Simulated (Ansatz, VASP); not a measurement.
RbBr in VASP and in Ansatz

Contents of POSCAR:

```
RbBr
1.0
    0.0000000000      3.4608258933      3.3570011165
    3.4608258933      0.0000000000      3.3570011165
    3.4608258933      3.4608258933      0.0000000000
Rb Br
1 1
Direct
    0.0000000000      0.0000000000      0.0000000000
    0.5000000000      0.5000000000      0.5000000000
```

File INCAR.step1:

```
SYSTEM = RbBr
PREC = Accurate
ENCUT = 520
EDIFF = 1E-5
ISMEAR = 0
SIGMA = 0.01
LREAL = .False.
LASPH = .True.
NELM = 100
ALGO = Normal
ISIF = 2
LWAVE = .True.
LCHARG = .False.
NBANDS = 15
GGA = PE
```

File INCAR.step2:

```
SYSTEM = RbBr
PREC = Accurate
ENCUT = 520
EDIFF = 1E-6
ISMEAR = 0
SIGMA = 0.01
LREAL = .False.
LASPH = .True.
NELM = 100
ALGO = Normal
ISIF = 2
LWAVE = .False.
LCHARG = .False.
GGA = PE
LHFCALC = .True.
HFSCREEN = 0.2079
PRECFOCK = Normal
NBANDS = 15
ISTART = 1
```

KPOINTS

```
regular mesh
0
Gamma
  4 4 4
  0 0 0
```

Input for Ansatz:

```yaml
crystal:
  lattice:
    - [0.0, 3.4608258933, 3.3570011165]
    - [3.4608258933, 0.0, 3.3570011165]
    - [3.4608258933, 3.4608258933, 0.0]
  atoms:
    - { symbol: Rb, position: [0.0, 0.0, 0.0] }
    - { symbol: Br, position: [0.5, 0.5, 0.5] }
kpoints:
  mp_grid: { grid: [4, 4, 4] }
  band_path:
    path:
      - [0.0, 0.0, 0.0]
      - [0.5, 0.0, 0.5]
      - [0.625, 0.25, 0.625]
      - [0.375, 0.375, 0.75]
      - [0.5, 0.5, 0.5]
      - [0.5, 0.25, 0.75]
    npoints: 1
hamiltonian:
  xc: hse06
scf:
  occupations: { method: fixed }
  n_extra_bands: 4
output:
  forces: true
  stress: true
  eigenvalues: true
```

Change from the starting cell: uniaxial_z strain -3.0%.

Alike in both runs: task single point; functional HSE06; k mesh 4 × 4 × 4; no spin polarisation.

|  | VASP | Ansatz |
| --- | --- | --- |
| version | VASP 6.6.1 | Ansatz 0.2.0 |
| potentials or method | VASP PAW PBE potentials, release 64 (Rb_sv, Br) | plane waves, PAW |
| plane-wave cutoff (eV) | 520 | 420 |
| occupations | gaussian, width 0.01 eV | fixed |
| valence electrons in the cell | 16 | 16 |

|  | VASP | Ansatz | Ansatz less VASP |
| --- | --- | --- | --- |
| gap on the k mesh at the Fermi level (eV) | 5.50 | 5.50 | +0.001 |
| pressure (GPa) | 0.8 | 0.8 | -0.01 |
| traceless stress, the component that is largest in VASP (GPa) | 0.72 | 0.72 | -0.006 |

Ansatz's warnings: stress exchange threshold loose, stress scf threshold loose.
